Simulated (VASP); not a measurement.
Here is a VASP 6.6.1 calculation.

File INCAR:

```
SYSTEM = ZnCd3Se3S
  ALGO = Normal
  EDIFF = 1E-6
  ENCUT = 520
  GGA = PE
  ISIF = 2
  ISMEAR = 0
  LASPH = .True.
  LCHARG = .True.
  LELF = .True.
  LREAL = .False.
  LVHAR = .True.
  LWAVE = .False.
  NBANDS = 46
  NELM = 100
  PREC = Accurate
  SIGMA = 0.15
```

KPOINTS

```
k-points
0
Gamma
  3 3 1
  0 0 0
```

Contents of POSCAR:

```
ZnCd3Se3S
1.0
    4.2896602439      0.0000000000      0.0000000000
    0.0000000000      4.2667617719      0.0000000000
    0.0000000000      0.0000000000     11.8881032786
Zn Cd Se S
1 3 3 1
Direct
    0.0000000000      0.0000000000      0.0088288388
    0.0000000000      0.0000000000      0.4963014280
    0.5000000000      0.5000000000      0.7645912765
    0.5000000000      0.5000000000      0.2284304994
    0.5000000000      0.0000000000      0.3631581511
    0.0000000000      0.5000000000      0.6313298715
    0.5000000000      0.0000000000      0.8998177399
    0.0000000000      0.5000000000      0.1075421949
```

Potentials or basis: VASP PAW PBE potentials, release 64 (Zn, Cd, Se, S).

The run is started by

```console
$ cat potpaw_PBE.64/Zn/POTCAR potpaw_PBE.64/Cd/POTCAR potpaw_PBE.64/Se/POTCAR potpaw_PBE.64/S/POTCAR > POTCAR
$ mpirun -np 1 vasp_std > vasp.out
```

Q: Predict the pressure.

A: 0.3 GPa.

Q: Estimate the largest force.

A: 0.039 eV/Å.

Q: Predict the band gap on the k mesh.

A: 0.65 eV.

Forces in eV/Å, atoms in the order of the input:
```
Zn   0.000  0.000  0.029
Cd   0.000  0.000  0.010
Cd   0.000  0.000  0.011
Cd   0.000  0.000  0.013
Se   0.000  0.000 -0.012
Se   0.000  0.000 -0.011
Se   0.000  0.000  0.000
S    0.000  0.000 -0.039
```

Caveat: the k points lie up to 0.53 Å⁻¹ apart.
